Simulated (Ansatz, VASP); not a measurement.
## One calculation of TaC, two programs

The input INCAR:

```
PREC = Accurate
ENCUT = 520
EDIFF = 1E-7
ISMEAR = -1
SIGMA = 0.05
LREAL = F
LASPH = T
NELM = 200
ALGO = Normal
ISIF = 2
LWAVE = F
LCHARG = F
ISPIN = 2
MAGMOM = 1 0
LORBIT = 11
LMAXMIX = 4
GGA = PE
IBRION = 2
NSW = 80
EDIFFG = -0.02
GGA_COMPAT = F
NELMIN = 4
KPAR = 4
```

File KPOINTS:

```
regular mesh
0
Gamma
  18 18 18
```

Contents of POSCAR:

```
TaC
1.0
    0.0000000000      2.2450000000      2.2450000000
    2.2450000000      0.0000000000      2.2450000000
    2.2450000000      2.2450000000      0.0000000000
Ta C
1 1
Direct
    0.0000000000      0.0000000000      0.0000000000
    0.5000000000      0.5000000000      0.5000000000
```

Input for Ansatz:

```yaml
crystal:
  lattice:
    - [0.0, 2.245, 2.245]
    - [2.245, 0.0, 2.245]
    - [2.245, 2.245, 0.0]
  atoms:
    - { symbol: Ta, position: [0.0, 0.0, 0.0], spin: 1.0 }
    - { symbol: C, position: [0.5, 0.5, 0.5] }
magnetization:
  spin_polarized: true
kpoints:
  mp_grid: { grid: [18, 18, 18] }
scf:
  occupations: { method: fermi_dirac, width: 0.05 }
hamiltonian:
  xc: pbe
  pseudopotentials: { kind: paw, frozen_core: stored }
output:
  forces: true
  stress: true
  populations: true
  efg: { quadrupole_moments_barn: { Ta: 3.17 } }
relax:
  f_tol: 0.02
  max_steps: 60
```

Alike in both runs: task relaxation of the atoms; functional PBE; k mesh 18 × 18 × 18; occupations fermi-dirac, width 0.05 eV; collinear spin.

```csv
,VASP,Ansatz
version,VASP 6.6.1,Ansatz 0.2.0
potentials or method,"VASP PAW PBE potentials, release 64 (Ta_pv, C)","plane-wave PAW, scalar-relativistic"
plane-wave cutoff (eV),520,420
valence electrons in the cell,15,17
```

|  | VASP | Ansatz | Ansatz less VASP |
| --- | --- | --- | --- |
| net moment per atom (μB) | 0.00 | 0.00 | 0.000 |

VASP's potentials hold 15 valence electrons a cell and Ansatz's 17, so a difference there can come from the potentials and not from the codes. Ansatz's warnings: seeded moment not kept, stress scf threshold loose.

Neither program's run includes spin-orbit coupling. Noted on VASP's run: the relaxation stopped at its first step, so nothing moved.
